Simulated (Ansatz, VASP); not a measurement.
## In3As in VASP and in Ansatz

```
In As
1.0
     4.60214    0.00000    0.00000
     0.00000    4.60214    0.00000
     0.00000    0.00000    4.60214
In As
3 1
Direct
  0.00000 0.50000 0.50000
  0.50000 0.00000 0.50000
  0.50000 0.50000 0.00000
  0.00000 0.00000 0.00000
```

Alike in both runs: task single point; functional PBE; dispersion D3(BJ); k mesh 12 × 12 × 12; occupations gaussian, width 0.15 eV; no spin polarisation.

```csv
,VASP,Ansatz
version,VASP 6.6.1,Ansatz 0.2.0
potentials or method,"VASP PAW PBE potentials, release 64 (In_d, As), cutoff 520 eV","scalar-relativistic, plane waves, PAW"
valence electrons in the cell,44,54
```

|  | VASP | Ansatz | Ansatz less VASP |
| --- | --- | --- | --- |
| gap on the k mesh at the Fermi level (eV) | none | none | - |
| pressure (GPa) | 0.0 | 0.0 | +0.01 |

A gap of «none» marks a metal or a gap that the smearing closes. VASP's potentials hold 44 valence electrons a cell and Ansatz's 54, so a difference there can come from the potentials and not from the codes.
